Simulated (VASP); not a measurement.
Wanted: the native input for a VASP 6.6.1 run.

| Item | Value |
| --- | --- |
| Task | single point |
| Functional | r2SCAN |
| Dispersion | rVV10 |
| Potentials or basis | VASP PAW PBE potentials, release 64 (Ru_pv) |
| Cutoff | 520 eV |
| k mesh | 11 × 11 × 6 |
| Occupations | fermi-dirac, width 0.05 eV |
| Spin | no spin polarisation |
| Dipole correction | no |
| Further INCAR settings | ALGO = Normal; EDIFF = 1e-07; NBANDS = 21 |

The system is Ru.

```
CELL_PARAMETERS angstrom
2.65056 0.00000 0.00000
-1.32528 2.29546 0.00000
0.00000 0.00000 4.19449
ATOMIC_POSITIONS crystal
Ru 0.66667 0.33333 0.75000
Ru 0.33333 0.66667 0.25000
```

One way to write it, as run:

POSCAR

```
Ru
1.0
    2.6505640930      0.0000000000      0.0000000000
   -1.3252820465      2.2954558389      0.0000000000
    0.0000000000      0.0000000000      4.1944897589
Ru
2
Direct
    0.6666666667      0.3333333333      0.7500000000
    0.3333333333      0.6666666667      0.2500000000
```

INCAR.step1

```
PREC     = Accurate       # precision mode
ENCUT    = 520            # plane-wave cutoff, eV
ISMEAR   = -1             # smearing method
SIGMA    = 0.05           # smearing width, eV
LREAL    = False          # projectors in reciprocal space
LASPH    = True           # aspherical terms in the spheres
NELM     = 60             # most SCF steps
NBANDS   = 21             # bands
GGA      = PE             # functional
ALGO     = Normal         # electronic algorithm
EDIFF    = 1E-4           # SCF threshold, eV
LWAVE    = True           # write WAVECAR
LCHARG   = False          # write CHGCAR
```

INCAR.step2

```
PREC     = Accurate       # precision mode
ENCUT    = 520            # plane-wave cutoff, eV
EDIFF    = 1E-7           # SCF threshold, eV
ISMEAR   = -1             # smearing method
SIGMA    = 0.05           # smearing width, eV
LREAL    = False          # projectors in reciprocal space
LASPH    = True           # aspherical terms in the spheres
NELM     = 60             # most SCF steps
ALGO     = Normal         # electronic algorithm
ISIF     = 2              # what is computed and relaxed
LWAVE    = False          # write WAVECAR
LCHARG   = True           # write CHGCAR
METAGGA  = R2SCAN         # meta-GGA
LMIXTAU  = True         
LUSE_VDW = True         
IVDW_NL  = 2            
BPARAM   = 11.95        
CPARAM   = 0.0093       
LELF     = True           # ELF
LVHAR    = True         
NBANDS   = 21             # bands
ISTART   = 1
```

KPOINTS

```
regular mesh
0
Gamma
  11 11 6
```

Potentials or basis: VASP PAW PBE potentials, release 64 (Ru_pv).

Launch:

```console
$ cat potpaw_PBE.64/Ru_pv/POTCAR > POTCAR
$ cp INCAR.step1 INCAR
$ mpirun -np 1 vasp_std > vasp.out
$ cp INCAR.step2 INCAR
$ mpirun -np 1 vasp_std > vasp.out
```

Results of the run:

The pressure is 21.3 GPa and the band gap on the k mesh is zero (band 14 reaches 15.61 eV, above the bottom of band 15 at 12.08 eV).

Caveat: the PAW data sets were made with another functional, which shifts forces and pressure a little.

Run time: 2 min on 1 thread of Intel Xeon 6975P-C, on a shared host, peak memory 0.23 GiB.
